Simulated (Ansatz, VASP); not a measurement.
One calculation of Hf5C3, two programs

```
Hf C
1.0
     5.01872    0.00000    0.00000
    -2.50936    4.34634    0.00000
     0.00000    0.00000    7.01035
Hf C
5 3
Direct
  0.33333 0.66667 0.20298
  0.33333 0.66667 0.79702
  0.66667 0.33333 0.79702
  0.66667 0.33333 0.20298
  0.00000 0.00000 0.00000
  0.00000 0.00000 0.50000
  0.33333 0.66667 0.50000
  0.66667 0.33333 0.50000
```

Alike in both runs: functional PBE; k mesh 4 × 4 × 3; occupations gaussian, width 0.2 eV; no spin polarisation.

Ansatz relaxed the structure, and its values are those at the end. VASP's run is a single point on that final structure, the one shown.

```csv
,VASP,Ansatz
version,VASP 6.6.1,Ansatz 0.2.0
potentials or method,"VASP PAW PBE potentials, release 64 (Hf_pv, C), cutoff 520 eV","scalar-relativistic, plane waves, PAW"
valence electrons in the cell,62,142
```

|  | VASP | Ansatz | Ansatz less VASP |
| --- | --- | --- | --- |
| gap on the k mesh at the Fermi level (eV) | none | none | - |
| pressure (GPa) | 0.2 | 0.3 | +0.15 |
| rms of the force components (eV/Å) | 0.009 | 0.001 | -0.0080 |

A gap of «none» marks a metal or a gap that the smearing closes. With one functional, cell and mesh, what is left measures potentials, basis and numerics. VASP's potentials hold 62 valence electrons a cell and Ansatz's 142, so a difference there can come from the potentials and not from the codes.

The k mesh is coarse, so the values compare programs but aren't converged. Neither program's run includes spin-orbit coupling.
